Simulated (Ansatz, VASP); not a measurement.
# One calculation of Ta, two programs

```
CELL_PARAMETERS angstrom
-1.62651 1.62651 1.70082
1.62651 -1.62651 1.70082
1.62651 1.62651 -1.70082
ATOMIC_POSITIONS crystal
Ta 0.00000 0.00000 0.00000
```

Change from the starting cell: strain -0.015 along x and y, +0.030 along z, atoms carried along.

Alike in both runs: task single point; functional PBEsol; k mesh 20 × 20 × 20; occupations gaussian, width 0.15 eV; no spin polarisation.

|  | VASP | Ansatz |
| --- | --- | --- |
| version | VASP 6.6.1 | Ansatz 0.2.0 |
| potentials or method | VASP PAW PBE potentials, release 64 (Ta_pv), cutoff 520 eV | scalar-relativistic, plane waves, PAW |
| valence electrons in the cell | 11 | 13 |

Ansatz gave:

```
gap on the k mesh at the Fermi level (eV)                     : none
pressure (GPa)                                                : -3.5
traceless stress, the component that is largest in VASP (GPa) : -3.36
```

**Question.** Which values does VASP return?

**Answer.** gap on the k mesh at the Fermi level (eV): none; pressure (GPa): -3.3; traceless stress, the component that is largest in VASP (GPa): -3.36.

VASP's potentials were made for PBE, not for PBEsol. A gap of «none» marks a metal or a gap that the smearing closes. VASP's potentials hold 11 valence electrons a cell and Ansatz's 13, so a difference there can come from the potentials and not from the codes.

Spin-orbit coupling is off throughout.
